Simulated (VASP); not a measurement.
# WS2 (P6_3/mmc) in VASP: further runs, part 3 of 3

VASP 6.6.1. The steps go on from the part before.

## (5) Single point, PBE+D3(BJ) (strain along c alone, the other axes held: +1.0 %, then relaxed in part)

The input, INCAR:

```
PREC = Accurate ; ENCUT = 520
EDIFF = 1E-6 ; ISMEAR = 0
SIGMA = 0.02 ; LREAL = F
LASPH = T ; NELM = 100
ALGO = Normal ; ISIF = 2
LWAVE = F ; LCHARG = F
GGA = PE ; IVDW = 12
NBANDS = 35
```

The input, KPOINTS:

```
Automatic mesh
0
Gamma
  12 12 4
```

The input, POSCAR:

```
WS2
1.0
    3.1541811833      0.0000000000      0.0000000000
   -1.5770905917      2.7316010329      0.0000000000
    0.0000000000      0.0000000000     12.2673810251
W S
2 4
Direct
    0.3333333333      0.6666666667      0.7500000000
    0.6666666667      0.3333333333      0.2500000000
    0.3333333333      0.6666666667      0.1215245507
    0.6666666667      0.3333333333      0.6215245507
    0.3333333333      0.6666666667      0.3784754493
    0.6666666667      0.3333333333      0.8784754493
```

Potentials or basis: VASP PAW PBE potentials, release 64 (W_sv, S).

Launch:

```
cat potpaw_PBE.64/W_sv/POTCAR potpaw_PBE.64/S/POTCAR > POTCAR
mpirun -np 1 vasp_std > vasp.out
```

OUTCAR:

```text
PREC = Accurate
   ENCUT = 520
   EDIFF = 1E-6
   ISMEAR = 0
   LREAL = F
   LASPH = T
   NELM = 100
   ISIF = 2
   GGA = PE
   IVDW = 12
 IVDW          = 12

 ion  position               nearest neighbor table
   1  0.333  0.667  0.750-   4 2.41   6 2.41   4 2.41   6 2.41   4 2.41   6 2.41
   2  0.667  0.333  0.250-   3 2.41   5 2.41   3 2.41   5 2.41   3 2.41   5 2.41
   3  0.333  0.667  0.122-   2 2.41   2 2.41   2 2.41
   4  0.667  0.333  0.622-   1 2.41   1 2.41   1 2.41
   5  0.333  0.667  0.378-   2 2.41   2 2.41   2 2.41
   6  0.667  0.333  0.878-   1 2.41   1 2.41   1 2.41

  LATTYP: Found a hexagonal cell.
 ALAT       =     3.1541811833
 C/A-ratio  =     3.8892442483

  Lattice vectors:

 A1 = (   3.1541811833,   0.0000000000,   0.0000000000)
 A2 = (  -1.5770905917,   2.7316010329,   0.0000000000)
 A3 = (   0.0000000000,   0.0000000000,  12.2673810251)

Analysis of symmetry for initial positions (statically):
=====================================================================
 Subroutine PRICEL returns:
 Original cell was already a primitive cell.

 Routine SETGRP: Setting up the symmetry group for a
 hexagonal supercell.

 Subroutine GETGRP returns: Found 24 space group operations
 (whereof 12 operations were pure point group operations)
 out of a pool of 24 trial point group operations.

The static configuration has the point symmetry D_3d.
 The point group associated with its full space group is D_6h.

Analysis of symmetry for dynamics (positions and initial velocities):
=====================================================================
 Subroutine PRICEL returns:
 Original cell was already a primitive cell.

 Routine SETGRP: Setting up the symmetry group for a
 hexagonal supercell.

 Subroutine GETGRP returns: Found 24 space group operations
 (whereof 12 operations were pure point group operations)
 out of a pool of 24 trial point group operations.

The dynamic configuration has the point symmetry D_3d.
 The point group associated with its full space group is D_6h.

 Subroutine INISYM returns: Found 24 space group operations
 (whereof 12 operations are pure point group operations),
 and found     1 'primitive' translations

----------------------------------------------------------------------------------------

                                     Primitive cell

  volume of cell :     105.6953

  direct lattice vectors                    reciprocal lattice vectors
     3.154181183  0.000000000  0.000000000     0.317039492  0.183042836  0.000000000
    -1.577090592  2.731601033  0.000000000     0.000000000  0.366085672  0.000000000
     0.000000000  0.000000000 12.267381025     0.000000000  0.000000000  0.081516992

  length of vectors
     3.154181183  3.154181183 12.267381025     0.366085672  0.366085672  0.081516992

  position of ions in fractional coordinates (direct lattice)
     0.333333333  0.666666667  0.750000000
     0.666666667  0.333333333  0.250000000
     0.333333333  0.666666667  0.121524551
     0.666666667  0.333333333  0.621524551
     0.333333333  0.666666667  0.378475449
     0.666666667  0.333333333  0.878475449

  ion indices of the primitive-cell ions
   primitive index   ion index
                 1           1
                 2           2
                 3           3
                 4           4
                 5           5
                 6           6

[... 33 lines left out ...]
  0.416667 -0.000000  0.000000      6.000000
[... 16 lines left out ...]
  0.250000 -0.000000  0.250000     12.000000
  0.333333  0.000000  0.250000     12.000000
 [... further k-points ...]
   k-points           NKPTS =     57   k-points in BZ     NKDIM =     57   number of bands    NBANDS=     35
   number of dos      NEDOS =    301   number of ions     NIONS =      6
   total plane-waves  NPLWV =  55296
   dimension x,y,z NGX =    24 NGY =   24 NGZ =   96
   dimension x,y,z NGXF=    48 NGYF=   48 NGZF=  192
   ions per type =               2   4
   NGX,Y,Z   is equivalent  to a cutoff of  12.65, 12.65, 13.01 a.u.
   NGXF,Y,Z  is equivalent  to a cutoff of  25.30, 25.30, 26.02 a.u.
 SYSTEM =  unknown system
   PREC   = accura    normal or accurate (medium, high low for compatibility)
   ISTART =      0    job   : 0-new  1-cont  2-samecut
   ICHARG =      2    charge: 1-file 2-atom 10-const
   ISPIN  =      1    spin polarized calculation?
   LNONCOLLINEAR =      F non collinear calculations
   LSORBIT =      F    spin-orbit coupling
   LASPH  =      T    aspherical Exc in radial PAW
   ENCUT  =  520.0 eV  38.22 Ry    6.18 a.u.   5.86  5.86 22.81*2*pi/ulx,y,z
   NELM   =    100;   NELMIN=  2; NELMDL= -5     # of ELM steps
   EDIFF  = 0.1E-05   stopping-criterion for ELM
   LREAL  =      F    real-space projection
   EDIFFG = 0.1E-04   stopping-criterion for IOM
   NSW    =      0    number of steps for IOM
   IBRION =     -1    ionic relax: 0-MD 1-quasi-New 2-CG
   NFREE  =      0    steps in history (QN), initial steepest desc. (CG)
   ISIF   =      2    stress and relaxation
   ISYM   =      2    0-nonsym 1-usesym 2-fastsym
   POTIM  = 0.5000    time-step for ionic-motion
   TEBEG  =    0.0;   TEEND  =   0.0 temperature during run
   PSTRESS=    0.0 pullay stress
   NELECT =      52.0000    total number of electrons
   NUPDOWN=      -1.0000    fix difference up-down
   EMIN   =  10.00;   EMAX   =-10.00  energy-range for DOS
   EFERMI =   0.00;   METHOD = LEGACY
   ISMEAR =     0;   SIGMA  =   0.02  broadening in eV -4-tet -1-fermi 0-gaus
   EFERMI_NEDOS =   21; number of points for ismear=-14 and -15
   IALGO  =     38    algorithm
   IMIX   =      4    mixing-type and parameters
     AMIX     =   0.40;   BMIX     =  1.00
     AMIX_MAG =   1.60;   BMIX_MAG =  1.00
  volume/ion in A,a.u.               =      17.62       118.88
  Fermi-wavevector in a.u.,A,eV,Ry     =   1.292381  2.442247 22.725126  1.670250
  Thomas-Fermi vector in A             =   2.424093
   LORBIT       =      0    0 simple, 1 ext, 2 COOP (PROOUT), +10 PAW based schemes
   GGA     = PE    functional components
   LHFCALC =     F    Hartree Fock is set to
   AEXX    =    0.0000 exact exchange contribution
   IVDW    =    12    specifies the selected vdW correction
   LEPSILON=     F    determine dielectric tensor
   LRPA    =     F    only Hartree local field effects (RPA)
 non-spin polarized calculation
 Gauss-broadening in eV      SIGMA  =   0.02
  energy-cutoff  :      520.00
  volume of cell :      105.70
 maximum number of plane-waves:      2866
 NGX is ok and might be reduce to    24
   NGX = 11   NGY = 11   NGZ = 45

 number of electron      51.9999992 magnetization

 Free energy of the ion-electron system (eV)
  ---------------------------------------------------
  ext. energy  EPLUGINS =         0.00000000
  ---------------------------------------------------
  free energy    TOTEN  =       -47.21659822 eV

  energy without entropy =      -47.21659822  energy(sigma->0) =      -47.21659822

 E-fermi :   7.8125     XC(G=0): -11.0057

 val. band max:        7.5519429763   @ k =   0.0000   0.0000   0.0000
 cond. band min:       8.5147658457   @ k =   0.1667   0.1667   0.0000
 fundamental gap:      0.9628228694
 Fermi energy:         7.8125464034

 k-point     1 :       0.0000    0.0000    0.0000
  band No.  band energies     occupation
      1     -67.0550      2.00000
      2     -67.0550      2.00000
      3     -31.3118      2.00000
      4     -31.3118      2.00000
      5     -31.1331      2.00000
      6     -31.1331      2.00000
[... 901 lines left out ...]
     34      11.5794      0.00000
     35      13.3584      0.00000

 [... further k-points ...]

------------------------ aborting loop because EDIFF is reached ----------------------------------------

 Edisp (eV)   -2.58124

 E8    (eV) :    -1.0845

  FORCE on cell =-STRESS in cart. coord.  units (eV):
  Direction    XX          YY          ZZ          XY          YZ          ZX
  --------------------------------------------------------------------------------------
  -------------------------------------------------------------------------------------
  Total      -0.08948    -0.08948    -0.42501     0.00000    -0.00000     0.00000
  in kB      -1.35642    -1.35642    -6.44256     0.00000    -0.00000     0.00000
  external pressure =       -3.05 kB  Pullay stress =        0.00 kB

 VOLUME and BASIS-vectors are now :
 -----------------------------------------------------------------------------
  energy-cutoff  :      520.00
  volume of cell :      105.70
      direct lattice vectors                 reciprocal lattice vectors
     3.154181183  0.000000000  0.000000000     0.317039492  0.183042836  0.000000000
    -1.577090592  2.731601033  0.000000000     0.000000000  0.366085672  0.000000000
     0.000000000  0.000000000 12.267381025     0.000000000  0.000000000  0.081516992

 POSITION                                       TOTAL-FORCE (eV/Angst)
 -----------------------------------------------------------------------------------
     -0.00000      1.82107      9.20054         0.000000      0.000000      0.000000
      1.57709      0.91053      3.06685        -0.000000     -0.000000      0.000000
     -0.00000      1.82107      1.49079        -0.000000      0.000000     -0.003675
      1.57709      0.91053      7.62448         0.000000     -0.000000     -0.003675
     -0.00000      1.82107      4.64290         0.000000      0.000000      0.003675
      1.57709      0.91053     10.77659        -0.000000     -0.000000      0.003675
 -----------------------------------------------------------------------------------
    total drift:                               -0.000000      0.000000     -0.000000

  FREE ENERGIE OF THE ION-ELECTRON SYSTEM (eV)
  ---------------------------------------------------
  free  energy   TOTEN  =       -49.7978342048 eV

  energy  without entropy=      -49.7978342048  energy(sigma->0) =      -49.79783420
```

Run time: 2.6 min. Hardware: 1 thread of Intel Xeon Platinum 8488C (Sapphire Rapids), shared host; peak memory 0.33 GiB.

What came out:

```
Free energy                : -49.7978 eV
Pressure                   : -0.3 GPa
Largest force              : 0.004 eV/Å
Band gap on the k mesh     : 0.96 eV (least direct gap 1.85 eV)
Dispersion energy per atom : -0.430 eV
```

Forces on the atoms (eV/Å):
```
W    0.000  0.000  0.000
W    0.000  0.000  0.000
S    0.000  0.000 -0.004
S    0.000  0.000 -0.004
S    0.000  0.000  0.004
S    0.000  0.000  0.004
```

Levels at points of the mesh, in eV from the valence-band top:
| k point | band 24 | band 25 | band 26 | band 27 | band 28 | band 29 |
| --- | --- | --- | --- | --- | --- | --- |
| (0.00, 0.00, 0.00) | -1.48 | -1.24 | 0.00 | 2.31 | 2.31 | 2.32 |
| (0.50, 0.00, 0.00) | -1.74 | -1.72 | -1.52 | 2.34 | 2.38 | 2.60 |
| (0.00, 0.00, 0.50) | -2.19 | -0.31 | -0.31 | 2.30 | 2.30 | 2.30 |
| (0.50, 0.00, 0.50) | -1.85 | -1.60 | -1.60 | 2.36 | 2.36 | 2.78 |

Caveat: the cell differs from its parent crystal (strain along c alone, the other axes held: +1.0 %, then relaxed in part); spin-orbit coupling is left out, which moves the levels of the heavy elements.

## (6) The runs side by side

```csv
cell,gap on the mesh (eV),pressure (GPa)
"a = 3.154, b = 3.154, c = 12.024 Å, angles 90.0, 90.0, 120.0°, 6 atoms, atomic positions A",0.85,0.3
"a = 3.154, b = 3.154, c = 12.146 Å, angles 90.0, 90.0, 120.0°, 6 atoms, atomic positions B",0.91,0.0
"a = 3.154, b = 3.154, c = 12.267 Å, angles 90.0, 90.0, 120.0°, 6 atoms, atomic positions C",0.96,-0.3
```

Alike in all rows: task single point; level PBE+D3(BJ); potentials or basis VASP PAW PBE potentials, release 64 (W_sv, S); no spin polarisation; k mesh 12 × 12 × 4; cutoff (eV) 520; smearing gaussian 0.02 eV.

Caveats: spin-orbit coupling is left out, which moves the levels of the heavy elements.

Total energies depend on the potentials used, so only differences within one code and one set of settings carry meaning.
